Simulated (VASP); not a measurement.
Set up this calculation in VASP 6.6.1, as the native input.

```yaml
Task: single point
Functional: PBE
Potentials_or_basis: VASP PAW PBE potentials, release 64 (Si, C)
Cutoff: 520 eV
k_mesh: 10 × 10 × 10
Occupations: fermi-dirac, width 0.02 eV
Spin: no spin polarisation
Dipole_correction: no
Further_INCAR_settings: ALGO = Normal; EDIFF = 1e-06; NBANDS = 11
```

The structure of SiC lies in POSCAR:

```
SiC
1.0
    0.0000000000      2.0292109821      2.0292109821
    2.0292109821      0.0000000000      2.0292109821
    2.0292109821      2.0292109821      0.0000000000
Si C
1 1
Direct
    0.0000000000      0.0000000000      0.0000000000
    0.5000000000      0.5000000000      0.5000000000
```

One way to write it, as run:

INCAR

```
PREC = Accurate ; ENCUT = 520
EDIFF = 1E-6 ; ISMEAR = -1
SIGMA = 0.02 ; LREAL = F
LASPH = T ; NELM = 100
ALGO = Normal ; ISIF = 2
LWAVE = F ; LCHARG = T
GGA = PE ; LELF = T
LVHAR = T ; NBANDS = 11
```

KPOINTS

```
Automatic mesh
0
Gamma
  10 10 10
```

Potentials or basis: VASP PAW PBE potentials, release 64 (Si, C).

Run with:

```console
$ cat potpaw_PBE.64/Si/POTCAR potpaw_PBE.64/C/POTCAR > POTCAR
$ mpirun -np 1 vasp_std > vasp.out
```

It gave:

```
Pressure               : 0.4 GPa
Band gap on the k mesh : zero (band 4 reaches 12.37 eV, above the bottom of band 5 at 11.31 eV)
```

It took 16 s on 1 thread of Intel Xeon 8259CL, on a shared host, peak memory 0.13 GiB.
